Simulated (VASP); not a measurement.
# NaH (Pm-3m) in VASP: a series of runs, part 2 of 2

VASP 6.6.1.

### Step 3. Vibrations by perturbation theory, PBE

INCAR

```
PREC = Accurate ; ENCUT = 520
EDIFF = 1E-8 ; ISMEAR = 0
SIGMA = 0.01 ; LREAL = False
LASPH = True ; NELM = 80
ALGO = Normal ; ISIF = 2
LWAVE = False ; LCHARG = False
GGA = PE ; IBRION = 8
NSW = 1
```

KPOINTS

```
Automatic mesh
0
Gamma
  10 10 10
```

POSCAR

```
NaH
1.0
    2.9688000000      0.0000000000      0.0000000000
    0.0000000000      2.9688000000      0.0000000000
    0.0000000000      0.0000000000      2.9688000000
Na H
1 1
Direct
    0.0000000000      0.0000000000      0.0000000000
    0.5000000000      0.5000000000      0.5000000000
```

Potentials or basis: VASP PAW PBE potentials, release 64 (Na_pv, H).

Started as:

```bash
> cat potpaw_PBE.64/Na_pv/POTCAR potpaw_PBE.64/H/POTCAR > POTCAR
> mpirun -np 1 vasp_std > vasp.out
```

OUTCAR:

```text
PREC = Accurate
   ENCUT = 520
   EDIFF = 1E-8
   ISMEAR = 0
   LREAL = False
   LASPH = True
   NELM = 80
   ISIF = 2
   GGA = PE
   IBRION = 8
   NSW = 1

 ion  position               nearest neighbor table
   1  0.000  0.000  0.000-
   2  0.500  0.500  0.500-

  LATTYP: Found a simple cubic cell.
 ALAT       =     2.9688000000

  Lattice vectors:

 A1 = (   2.9688000000,   0.0000000000,   0.0000000000)
 A2 = (   0.0000000000,   2.9688000000,   0.0000000000)
 A3 = (   0.0000000000,   0.0000000000,   2.9688000000)

Analysis of symmetry for initial positions (statically):
=====================================================================
 Subroutine PRICEL returns:
 Original cell was already a primitive cell.

 Routine SETGRP: Setting up the symmetry group for a
 simple cubic supercell.

 Subroutine GETGRP returns: Found 48 space group operations
 (whereof 48 operations were pure point group operations)
 out of a pool of 48 trial point group operations.

The static configuration has the point symmetry O_h .

Analysis of symmetry for dynamics (positions and initial velocities):
=====================================================================
 Subroutine PRICEL returns:
 Original cell was already a primitive cell.

 Routine SETGRP: Setting up the symmetry group for a
 simple cubic supercell.

 Subroutine GETGRP returns: Found 48 space group operations
 (whereof 48 operations were pure point group operations)
 out of a pool of 48 trial point group operations.

The dynamic configuration has the point symmetry O_h .

 Subroutine INISYM returns: Found 48 space group operations
 (whereof 48 operations are pure point group operations),
 and found     1 'primitive' translations

----------------------------------------------------------------------------------------

                                     Primitive cell

  volume of cell :      26.1663

  direct lattice vectors                    reciprocal lattice vectors
     2.968800000  0.000000000  0.000000000     0.336836432  0.000000000  0.000000000
     0.000000000  2.968800000  0.000000000     0.000000000  0.336836432  0.000000000
     0.000000000  0.000000000  2.968800000     0.000000000  0.000000000  0.336836432

  length of vectors
     2.968800000  2.968800000  2.968800000     0.336836432  0.336836432  0.336836432

  position of ions in fractional coordinates (direct lattice)
     0.000000000  0.000000000  0.000000000
     0.500000000  0.500000000  0.500000000

  ion indices of the primitive-cell ions
   primitive index   ion index
                 1           1
                 2           2

[... 125 lines left out ...]
 cond. band min:       2.2594396553   @ k =   0.5000   0.0000   0.0000
 fundamental gap:      1.0325375753
 Fermi energy:         1.2782811356

 k-point     1 :       0.0000    0.0000    0.0000
  band No.  band energies     occupation
      1     -23.3239      2.00000
      2     -23.3239      2.00000
      3     -23.3239      2.00000
      4      -4.6244      2.00000
      5       9.7663      0.00000
      6      12.1378      0.00000
      7      12.1378      0.00000
      8      13.6294      0.00000
[... 243 lines left out ...]
 k-point    24 :       0.3000    0.1000    0.1000
  band No.  band energies     occupation
      1     -23.4311      2.00000
      2     -23.3292      2.00000
      3     -23.3270      2.00000
      4      -3.0498      2.00000
      5       4.9039      0.00000
      6      10.0820      0.00000
      7      11.4267      0.00000
      8      16.3019      0.00000

 [... further k-points ...]
[... 5 lines left out ...]
  --------------------------------------------------------------------------------------
  -------------------------------------------------------------------------------------
  Total       -0.0257884     -0.0257884     -0.0257884      0.0000000     -0.0000000      0.0000000
  in kB       -1.5790350     -1.5790350     -1.5790350      0.0000000     -0.0000000      0.0000000
  external PRESSURE =      -1.5790350 kB  Pullay stress =       0.0000000 kB

 VOLUME and BASIS-vectors are now :
 -----------------------------------------------------------------------------
  energy-cutoff  :      520.00
  volume of cell :       26.17
      direct lattice vectors                 reciprocal lattice vectors
     2.968800000  0.000000000  0.000000000     0.336836432  0.000000000  0.000000000
     0.000000000  2.968800000  0.000000000     0.000000000  0.336836432  0.000000000
     0.000000000  0.000000000  2.968800000     0.000000000  0.000000000  0.336836432

 POSITION                                       TOTAL-FORCE (eV/Angst)
 -----------------------------------------------------------------------------------
      0.00000      0.00000      0.00000         0.000000      0.000000      0.000000
      1.48440      1.48440      1.48440         0.000000      0.000000      0.000000
 -----------------------------------------------------------------------------------
    total drift:                                0.000000      0.000000      0.000000

  FREE ENERGIE OF THE ION-ELECTRON SYSTEM (eV)
  ---------------------------------------------------
  free  energy   TOTEN  =        -4.7726476448 eV

  energy  without entropy=       -4.7726476448  energy(sigma->0) =       -4.77264764

[... ionic steps 2 to 3 ...]

--------------------------------------- Ionic step        4  -------------------------------------------

------------------------ aborting loop because EDIFF is reached ----------------------------------------

[... ionic steps 5 to 6 ...]

--------------------------------------- Ionic step        7  -------------------------------------------

 Free energy of the ion-electron system (eV)
  ---------------------------------------------------
  ---------------------------------------------------
  free energy    TOTEN  =        -0.01773800 eV

  energy without entropy =       -0.01773800

------------------------ aborting loop because EDIFF is reached ----------------------------------------

 INTERNAL STRAIN TENSOR  FOR ION    2  DIRECTION 1   (eV/Angst):
 -----------------------------------------------------------------------------
    -0.00818 -0.00000  0.00000
     0.00000  0.00254 -0.00000
    -0.00000 -0.00000  0.00254

 INTERNAL STRAIN TENSOR FOR ION    2 for displacements in x,y,z  (eV/Angst):
          X           Y           Z          XY          YZ          ZX
  --------------------------------------------------------------------------------
  x     0.00000     0.00000     0.00000     0.00000     0.00000     0.00000
  y     0.00000     0.00000     0.00000     0.00000     0.00000     0.00000
  z     0.00000     0.00000     0.00000     0.00000     0.00000     0.00000

 SECOND DERIVATIVES (NOT SYMMETRIZED)
 ------------------------------------
               1X          1Y          1Z          2X          2Y          2Z
  1X    -0.360301   -0.000000   -0.000000    0.360301    0.000000    0.000000
  1Y    -0.000000   -0.360301    0.000000    0.000000    0.360301   -0.000000
  1Z     0.000000    0.000000   -0.360301   -0.000000   -0.000000    0.360301
  2X     0.377860   -0.000000    0.000000   -0.377860    0.000000    0.000000
  2Y    -0.000000    0.377860   -0.000000    0.000000   -0.377860    0.000000
  2Z    -0.000000   -0.000000    0.377860    0.000000    0.000000   -0.377860

 Eigenvectors and eigenvalues of the dynamical matrix
 ----------------------------------------------------

   1 f  =    9.807206 THz    61.620490 2PiTHz  327.133165 cm-1    40.559325 meV
             X         Y         Z           dx          dy          dz
      0.000000  0.000000  0.000000    -0.195826   -0.038682    0.000000
      1.484400  1.484400  1.484400     0.961300    0.189889    0.000000
[... 21 lines left out ...]
   6 f/i=    0.045629 THz     0.286693 2PiTHz    1.522004 cm-1     0.188704 meV
             X         Y         Z           dx          dy          dz
      0.000000  0.000000  0.000000    -0.287292    0.934037   -0.072073
      1.484400  1.484400  1.484400    -0.058524    0.190272   -0.014682

--------------------------------------------------------------------------------------------------------

 ELASTIC MODULI CONTR FROM IONIC RELAXATION (kBar)
 Direction    XX          YY          ZZ          XY          YZ          ZX
 --------------------------------------------------------------------------------
 XX           0.0000      0.0000      0.0000      0.0000      0.0000      0.0000
 YY           0.0000      0.0000      0.0000      0.0000      0.0000      0.0000
 ZZ           0.0000      0.0000      0.0000      0.0000      0.0000      0.0000
 XY           0.0000      0.0000      0.0000      0.0000      0.0000      0.0000
 YZ           0.0000      0.0000      0.0000      0.0000      0.0000      0.0000
 ZX           0.0000      0.0000      0.0000      0.0000      0.0000      0.0000
 --------------------------------------------------------------------------------
```

stdout:

```text
POSCAR found type information on POSCAR NaH
 POSCAR found :  2 types and       2 ions
 scaLAPACK will be used
 LDA part: xc-table for (Slater+PW92), standard interpolation
 POSCAR, INCAR and KPOINTS ok, starting setup
 FFT: planning ... GRIDC
 FFT: planning ... GRID_SOFT
 FFT: planning ... GRID
 WAVECAR not read
 entering main loop
 Linear response reoptimize wavefunctions to high precision
 Linear response DOF=           2
 Linear response progress:
 first order change of Fermi-energy   0.25997E-01
 force on displaced ion       1 direction 1 :  -0.360   0.000  -0.000
 Linear response progress:
 first order change of Fermi-energy  -0.25456E-01
 force on displaced ion       2 direction 1 :  -0.378  -0.000   0.000
 Linear response finished
```

Wall time 83 s (1 thread of AMD EPYC 7R43 (Zen 3), shared host); peak memory 0.16 GiB.

What came out:

- Highest phonon frequency at Γ, LO-TO splitting left out: 327 cm⁻¹

Phonon frequencies in cm⁻¹ (negative: imaginary):
| q point | frequencies |
| --- | --- |
| (0.000, 0.000, 0.000) | -2 -2 -2 327 327 327 |
